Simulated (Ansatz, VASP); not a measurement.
**KZn2Ge2: VASP beside Ansatz**

INCAR

```
SYSTEM = KZn2Ge2
ALGO = Normal
EDIFF = 1E-6
ENCUT = 520
GGA = PE
ISIF = 2
ISMEAR = -1
LASPH = .True.
LCHARG = .False.
LREAL = .False.
LWAVE = .False.
NBANDS = 38
NELM = 80
PREC = Accurate
SIGMA = 0.1
```

The input KPOINTS:

```
k-points
0
Gamma
  8 8 8
  0 0 0
```

POSCAR

```
KZn2Ge2
1.0
    0.0000000000      4.4467590000      0.0000000000
    4.4467590000      0.0000000000      0.0000000000
    2.2233790000      2.2233790000     -5.7300870000
Ge K Zn
2 1 2
Direct
    0.3860000000      0.3860000000      0.2280000000
    0.6140000000      0.6140000000      0.7720000000
    0.0000000000      0.0000000000      0.0000000000
    0.7500000000      0.2500000000      0.5000000000
    0.2500000000      0.7500000000      0.5000000000
```

Input for Ansatz:

```yaml
crystal:
  lattice:
    - [0.0, 4.446759, 0.0]
    - [4.446759, 0.0, 0.0]
    - [2.223379, 2.223379, -5.730087]
  atoms:
    - { symbol: Ge, position: [0.386, 0.386, 0.228] }
    - { symbol: Ge, position: [0.614, 0.614, 0.772] }
    - { symbol: K, position: [0.0, 0.0, 0.0] }
    - { symbol: Zn, position: [0.75, 0.25, 0.5] }
    - { symbol: Zn, position: [0.25, 0.75, 0.5] }
  symmetry: { tolerance: 0.0003 }
kpoints:
  mp_grid: { grid: [8, 8, 8], shift: [0, 0, 0] }
  band_path:
    path:
      - [0.0, 0.0, 0.0]
      - [0.5, 0.5, 0.5]
      - [0.5, 0.5, 0.25]
      - [0.0, 0.5, 0.0]
      - [0.0, 0.0, 0.0]
      - [0.0, 0.0, -0.5]
      - [0.0, 0.42472084, -0.28763958]
      - [0.0, 0.57527916, 0.28763958]
      - [0.0, 0.0, 0.0]
      - [0.5, 0.5, 0.5]
      - [0.42472084, 0.57527916, 0.5]
    npoints: 6
magnetization:
  spin_polarized: false
scf:
  occupations: { method: fermi_dirac }
  lower_state_search: "off"
  max_iter: 200
hamiltonian:
  pseudopotentials: { kind: paw }
  xc: pbe
basis:
  ecutwfc: 420
  fft_grid_basis: typed
output:
  forces: true
  stress: true
  eigenvalues: true
  bader: true
  populations: true
  elf: true
  write_potential: true
  volumetric_format: npy
  dos:
    e_range: [-12, 8]
    de: 0.05
    projected: { site_lists: { Ge: [Ge], K: [K], Zn: [Zn] } }
checkpoint:
  read: saved_state
```

Alike in both runs: task single point; functional PBE; k mesh 8 × 8 × 8; no spin polarisation.

|  | VASP | Ansatz |
| --- | --- | --- |
| version | VASP 6.6.1 | Ansatz 0.2.0 |
| potentials or method | VASP PAW PBE potentials, release 64 (Ge_d, K_sv, Zn), cutoff 520 eV | PAW plane waves |
| occupations | fermi-dirac, width 0.1 eV | fermi-dirac |
| valence electrons in the cell | 61 | 61 |

Ansatz gave:

| Item | Value |
| --- | --- |
| pressure (GPa) | -2.3 |
| traceless stress, the component that is largest in VASP (GPa) | -1.78 |
| rms of the force components (eV/Å) | 0.176 |

**Question.** What did VASP give for the same quantities?

**Answer.** Pressure (GPa): -2.3; traceless stress, the component that is largest in VASP (GPa): -1.78; rms of the force components (eV/Å): 0.174.

Atom by atom the forces differ by 0.002 eV/Å (rms over components).
